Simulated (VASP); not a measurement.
# Si in VASP: notebook

The runs below take Si through electric field gradients, with LDA.

Program: VASP 6.6.1. These are calculated values, not measurements. Logs are shortened: lines on timing, memory, paths and dates and some standing lists are left out, and cuts for length are marked.

## Step 1: The cell of the first run

Symmetry: Imma, No. 74, orthorhombic system. The conventional cell has a = 4.367 Å, b = 4.595 Å, c = 2.550 Å, α = 90.00°, β = 90.00°, γ = 90.00°. Si (site symmetry mm2) has 18 Si at 2.32 to 3.42 Å within 3.5 Å.

## Step 2: Electric field gradients, LDA (equal xx and yy strain of -3 %)

INCAR reads:

```
PREC     = Accurate       # precision mode
ENCUT    = 520            # plane-wave cutoff, eV
EDIFF    = 1E-8           # SCF threshold, eV
ISMEAR   = -1             # smearing method
SIGMA    = 0.05           # smearing width, eV
LREAL    = False          # projectors in reciprocal space
LASPH    = True           # aspherical terms in the spheres
NELM     = 100            # most SCF steps
ALGO     = Normal         # electronic algorithm
ISIF     = 2              # what is computed and relaxed
LWAVE    = False          # write WAVECAR
LCHARG   = False          # write CHGCAR
GGA      = CA             # functional
LEFG     = True         
NBANDS   = 11             # bands
```

KPOINTS reads:

```
Automatic mesh
0
Gamma
  16 16 16
```

POSCAR reads:

```
Si
1.0
   -2.1834700000      2.2974450000      1.2750000000
    2.1834700000     -2.2974450000      1.2750000000
    2.1834700000      2.2974450000     -1.2750000000
Si
2
Direct
    0.8070000000      0.5570000000      0.2500000000
    0.1930000000      0.4430000000      0.7500000000
```

Potentials or basis: VASP PAW LDA potentials, release 64 (Si).

Run with:

```
cat potpaw_LDA.64/Si/POTCAR > POTCAR
mpirun -np 1 vasp_std > vasp.out
```

OUTCAR:

```text
PREC = Accurate
   ENCUT = 520
   EDIFF = 1E-8
   ISMEAR = -1
   LREAL = False
   LASPH = True
   NELM = 100
   ISIF = 2
   GGA = CA

 ion  position               nearest neighbor table
   1  0.807  0.557  0.250-   2 2.32   2 2.32   2 2.40   2 2.40   2 2.69   2 2.69
   2  0.193  0.443  0.750-   1 2.32   1 2.32   1 2.40   1 2.40   1 2.69   1 2.69

  LATTYP: Found a body centered orthorhombic cell.
 ALAT       =     2.5500000000
 B/A-ratio  =     1.7125254902
 C/A-ratio  =     1.8019176471

  Lattice vectors:

 A1 = (   2.1834700000,  -2.2974450000,   1.2750000000)
 A2 = (  -2.1834700000,  -2.2974450000,  -1.2750000000)
 A3 = (   2.1834700000,   2.2974450000,  -1.2750000000)

Analysis of symmetry for initial positions (statically):
=====================================================================
 Subroutine PRICEL returns:
 Original cell was already a primitive cell.

 Routine SETGRP: Setting up the symmetry group for a
 body centered orthorhombic supercell.

 Subroutine GETGRP returns: Found  8 space group operations
 (whereof  4 operations were pure point group operations)
 out of a pool of  8 trial point group operations.

The static configuration has the point symmetry C_2h.
 The point group associated with its full space group is D_2h.

Analysis of symmetry for dynamics (positions and initial velocities):
=====================================================================
 Subroutine PRICEL returns:
 Original cell was already a primitive cell.

 Routine SETGRP: Setting up the symmetry group for a
 body centered orthorhombic supercell.

 Subroutine GETGRP returns: Found  8 space group operations
 (whereof  4 operations were pure point group operations)
 out of a pool of  8 trial point group operations.

The dynamic configuration has the point symmetry C_2h.
 The point group associated with its full space group is D_2h.

 Subroutine INISYM returns: Found  8 space group operations
 (whereof  4 operations are pure point group operations),
 and found     1 'primitive' translations

----------------------------------------------------------------------------------------

                                     Primitive cell

  volume of cell :      25.5837

  direct lattice vectors                    reciprocal lattice vectors
    -2.183470000  2.297445000  1.275000000     0.000000000  0.217633066  0.392156863
     2.183470000 -2.297445000  1.275000000     0.228993300  0.000000000  0.392156863
     2.183470000  2.297445000 -1.275000000     0.228993300  0.217633066  0.000000000

  length of vectors
     3.416345967  3.416345967  3.416345967     0.448498781  0.454119958  0.315914677

  position of ions in fractional coordinates (direct lattice)
     0.807000000  0.557000000  0.250000000
     0.193000000  0.443000000  0.750000000

  ion indices of the primitive-cell ions
   primitive index   ion index
                 1           1
                 2           2

----------------------------------------------------------------------------------------

 KPOINTS: Automatic mesh

Automatic generation of k-mesh.
 Grid dimensions read from file:
 generate k-points for:   16   16   16

 Generating k-lattice:

  Cartesian coordinates                     Fractional coordinates (reciprocal lattice)
     0.000000000  0.013602067  0.024509804     0.062500000  0.000000000  0.000000000
     0.014312081  0.000000000  0.024509804     0.000000000  0.062500000  0.000000000
     0.014312081  0.013602067  0.000000000     0.000000000  0.000000000  0.062500000

  Length of vectors
     0.028031174  0.028382497  0.019744667

  Shift w.r.t. Gamma in fractional coordinates (k-lattice)
     0.000000000  0.000000000  0.000000000

 Subroutine IBZKPT returns following result:
 ===========================================

 Found    621 irreducible k-points:

 Following reciprocal coordinates:
[... 33 lines left out ...]
   NGXF,Y,Z  is equivalent  to a cutoff of  27.25, 27.25, 27.25 a.u.
 SYSTEM =  unknown system
   PREC   = accura    normal or accurate (medium, high low for compatibility)
   ISTART =      0    job   : 0-new  1-cont  2-samecut
   ICHARG =      2    charge: 1-file 2-atom 10-const
   ISPIN  =      1    spin polarized calculation?
   LNONCOLLINEAR =      F non collinear calculations
   LSORBIT =      F    spin-orbit coupling
   LASPH  =      T    aspherical Exc in radial PAW
   ENCUT  =  520.0 eV  38.22 Ry    6.18 a.u.   6.35  6.35  6.35*2*pi/ulx,y,z
   NELM   =    100;   NELMIN=  2; NELMDL= -5     # of ELM steps
   EDIFF  = 0.1E-07   stopping-criterion for ELM
   LREAL  =      F    real-space projection
   EDIFFG = 0.1E-06   stopping-criterion for IOM
   NSW    =      0    number of steps for IOM
   IBRION =     -1    ionic relax: 0-MD 1-quasi-New 2-CG
   NFREE  =      0    steps in history (QN), initial steepest desc. (CG)
   ISIF   =      2    stress and relaxation
   ISYM   =      2    0-nonsym 1-usesym 2-fastsym
   POTIM  = 0.5000    time-step for ionic-motion
   TEBEG  =    0.0;   TEEND  =   0.0 temperature during run
   PSTRESS=    0.0 pullay stress
   NELECT =       8.0000    total number of electrons
   NUPDOWN=      -1.0000    fix difference up-down
   EMIN   =  10.00;   EMAX   =-10.00  energy-range for DOS
   EFERMI =   0.00;   METHOD = LEGACY
   ISMEAR =    -1;   SIGMA  =   0.05  broadening in eV -4-tet -1-fermi 0-gaus
   EFERMI_NEDOS =   21; number of points for ismear=-14 and -15
   IALGO  =     38    algorithm
   IMIX   =      4    mixing-type and parameters
     AMIX     =   0.40;   BMIX     =  1.00
     AMIX_MAG =   1.60;   BMIX_MAG =  1.00
  volume/ion in A,a.u.               =      12.79        86.32
  Fermi-wavevector in a.u.,A,eV,Ry     =   1.111179  2.099824 16.799366  1.234719
  Thomas-Fermi vector in A             =   2.247739
   LORBIT       =      0    0 simple, 1 ext, 2 COOP (PROOUT), +10 PAW based schemes
   GGA     = CA    functional components
   LHFCALC =     F    Hartree Fock is set to
   AEXX    =    0.0000 exact exchange contribution
   IVDW    =     0    specifies the selected vdW correction
   LEPSILON=     F    determine dielectric tensor
   LRPA    =     F    only Hartree local field effects (RPA)
 non-spin polarized calculation
  energy-cutoff  :      520.00
  volume of cell :       25.58
 maximum number of plane-waves:       706
 NGX is ok and might be reduce to    28
   NGX = 13   NGY = 13   NGZ = 13

 number of electron       8.0000000 magnetization

 Free energy of the ion-electron system (eV)
  ---------------------------------------------------
  ext. energy  EPLUGINS =         0.00000000
  ---------------------------------------------------
  free energy    TOTEN  =       -11.23834249 eV

  energy without entropy =      -11.23226690  energy(sigma->0) =      -11.23530469

 E-fermi :  11.5210     XC(G=0): -11.7035

 val. band max:       11.5209851441   @ k =   0.4375  -0.2500   0.0625
 cond. band min:      11.5279065143   @ k =   0.3750   0.3125   0.0000
 fundamental gap:      0.0069213702
 Fermi energy:        11.5210314833

 k-point     1 :       0.0000    0.0000    0.0000
  band No.  band energies     occupation
      1      -3.8046      2.00000
      2       8.6772      2.00000
      3       9.1175      2.00000
      4      10.5405      2.00000
      5      12.4934      0.00000
      6      19.4394      0.00000
      7      21.4721      0.00000
      8      21.5026      0.00000
      9      22.1232      0.00000
     10      22.7230      0.00000
     11      24.0687      0.00000
[... 309 lines left out ...]
 k-point    24 :      -0.1250    0.0625    0.0000
  band No.  band energies     occupation
      1      -3.5820      2.00000
      2       7.5404      2.00000
      3       8.9001      2.00000
      4      11.5053      1.15626
      5      13.6072      0.00000
      6      17.7781      0.00000
      7      19.5786      0.00000
      8      21.0723      0.00000
      9      21.8806      0.00000
     10      22.6615      0.00000
     11      24.0020      0.00000

 [... further k-points ...]

------------------------ aborting loop because EDIFF is reached ----------------------------------------

  FORCE on cell =-STRESS in cart. coord.  units (eV):
  Direction    XX          YY          ZZ          XY          YZ          ZX
  --------------------------------------------------------------------------------------
  -------------------------------------------------------------------------------------
  Total        3.4126042      4.6956911      2.8132242      0.0000000      0.0000000      0.0000000
  in kB      213.7144956    294.0678653    176.1782954      0.0000000      0.0000000      0.0000000
  external PRESSURE =     227.9868854 kB  Pullay stress =       0.0000000 kB

 VOLUME and BASIS-vectors are now :
 -----------------------------------------------------------------------------
  energy-cutoff  :      520.00
  volume of cell :       25.58
      direct lattice vectors                 reciprocal lattice vectors
    -2.183470000  2.297445000  1.275000000     0.000000000  0.217633066  0.392156863
     2.183470000 -2.297445000  1.275000000     0.228993300  0.000000000  0.392156863
     2.183470000  2.297445000 -1.275000000     0.228993300  0.217633066  0.000000000

 POSITION                                       TOTAL-FORCE (eV/Angst)
 -----------------------------------------------------------------------------------
      0.00000      1.14872      1.42035         0.000000     -0.000000     -0.036476
      2.18347      1.14872     -0.14535        -0.000000      0.000000      0.036476
 -----------------------------------------------------------------------------------
    total drift:                                0.000000     -0.000000     -0.000000

  FREE ENERGIE OF THE ION-ELECTRON SYSTEM (eV)
  ---------------------------------------------------
  free  energy   TOTEN  =       -11.2383424885 eV

  energy  without entropy=      -11.2322668988  energy(sigma->0) =      -11.23530469

 Electric field gradients (V/A^2)
---------------------------------------------------------------------
 ion       V_xx      V_yy      V_zz      V_xy      V_xz      V_yz
---------------------------------------------------------------------
   1       8.994   -32.659    23.665     0.000     0.000     0.000
   2       8.994   -32.659    23.665     0.000     0.000     0.000
---------------------------------------------------------------------

 Electric field gradients after diagonalization (V/A^2)
 (convention: |V_zz| > |V_xx| > |V_yy|)
----------------------------------------------------------------------
 ion       V_xx      V_yy      V_zz     asymmetry (V_yy - V_xx)/ V_zz
----------------------------------------------------------------------
   1      23.665     8.994   -32.659       0.449
   2      23.665     8.994   -32.659       0.449
----------------------------------------------------------------------

           NMR quadrupolar parameters

 Cq : quadrupolar parameter    Cq=e*Q*V_zz/h
 eta: asymmetry parameters     (V_yy - V_xx)/ V_zz
 Q  : nuclear electric quadrupole moment in mb (millibarn)
----------------------------------------------------------------------
 ion       Cq(MHz)       eta       Q (mb)
----------------------------------------------------------------------
   1      -0.079       0.449       1.000
   2      -0.079       0.449       1.000
----------------------------------------------------------------------
```

Run time: 2.6 min. Hardware: 1 thread of AMD EPYC 7R13 (Zen 3), shared host; peak memory 0.21 GiB.

What came out:

```yaml
Free_energy: -11.2383 eV
Pressure: 22.8 GPa
Largest_force: 0.036 eV/Å
Band_gap_on_the_k_mesh: zero (bands 4 and 5 overlap by 8.26 eV)
Largest_electric_field_gradient_by_atom: Si -32.7 V/Å²
```

Forces in eV/Å, atoms in the order of the input:
```
Si   0.000  0.000 -0.036
Si   0.000  0.000  0.036
```

Stress tensor (GPa, compression positive):
```
21.37  0.00  0.00
 0.00 29.41  0.00
 0.00  0.00 17.62
```

Levels at points of the mesh, in eV from the Fermi level:
```
           k point  band 2  band 3  band 4  band 5  band 6  band 7
(0.00, 0.00, 0.00)   -2.84   -2.40   -0.98    0.97    7.92    9.95
(0.50, 0.00, 0.00)   -8.08   -1.75   -1.59   -1.23   -0.17    5.18
(0.00, 0.50, 0.00)   -7.75   -2.82   -2.49   -1.30    0.80    5.58
(0.50, 0.50, 0.00)  -11.77    0.35    0.35    3.45    3.45    8.29
(0.50, 0.50, 0.50)   -8.13   -8.03   -7.69    5.14    6.02   15.40
```

Electric field gradients, principal values (V/Å²):
| atom | least | middle | greatest (by size) |
| --- | --- | --- | --- |
| 1 Si | 8.994 | 23.665 | -32.659 |
| 2 Si | 8.994 | 23.665 | -32.659 |

Caveat: the cell differs from its parent crystal (equal xx and yy strain of -3 %); the stress differs along the axes, from 18 to 29 GPa; without QUAD_EFG the Cq values of the log hold for a quadrupole moment of 1 mb, not for the nuclei.

(Continued in part 2 of 2.)
